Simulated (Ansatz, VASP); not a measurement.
**Al: VASP beside Ansatz**

File INCAR:

```
PREC = Accurate
ENCUT = 520
EDIFF = 1E-7
ISMEAR = 0
SIGMA = 0.15
LREAL = F
LASPH = T
NELM = 80
ALGO = Fast
ISIF = 2
LWAVE = F
LCHARG = F
GGA = PE
IVDW = 12
NBANDS = 10
```

KPOINTS

```
Automatic mesh
0
Gamma
  18 18 10
```

The input POSCAR:

```
Al
1.0
    2.8124553515      0.0000000000      0.0000000000
   -1.4062276757      2.4356577814      0.0000000000
    0.0000000000      0.0000000000      4.8668500000
Al
2
Direct
    0.3301599339      0.0869933078      0.7500000000
    0.3333333333      0.6666666667      0.2500000000
```

Input for Ansatz:

```yaml
crystal:
  lattice:
    - [2.8124553515, 0.0, 0.0]
    - [-1.4062276757, 2.4356577814, 0.0]
    - [0.0, 0.0, 4.86685]
  atoms:
    - { symbol: Al, position: [0.3301599339, 0.0869933078, 0.75] }
    - { symbol: Al, position: [0.3333333333, 0.6666666667, 0.25] }
basis:
  ecutwfc: 420
kpoints:
  mp_grid: { grid: [18, 18, 10] }
hamiltonian:
  xc: pbe
  dispersion: d3bj
scf:
  occupations: { method: gaussian, width: 0.15 }
output:
  forces: true
  stress: true
  eigenvalues: true
```

Alike in both runs: task single point; functional PBE; dispersion D3(BJ); k mesh 18 × 18 × 10; occupations gaussian, width 0.15 eV; no spin polarisation.

|  | VASP | Ansatz |
| --- | --- | --- |
| version | VASP 6.6.1 | Ansatz 0.2.0 |
| potentials or method | VASP PAW PBE potentials, release 64 (Al), cutoff 520 eV | scalar-relativistic, plane waves, PAW |
| valence electrons in the cell | 6 | 6 |

VASP gave:

```
gap on the k mesh at the Fermi level (eV)                     : none
pressure (GPa)                                                : -1.2
traceless stress, the component that is largest in VASP (GPa) : 1.60
rms of the force components (eV/Å)                            : 0.200
```

Estimate Ansatz's values.

gap on the k mesh at the Fermi level (eV): none; pressure (GPa): -1.2; traceless stress, the component that is largest in VASP (GPa): 1.58; rms of the force components (eV/Å): 0.201.

Atom by atom the forces differ by 0.000 eV/Å (rms over components). A gap of «none» marks a metal or a gap that the smearing closes.
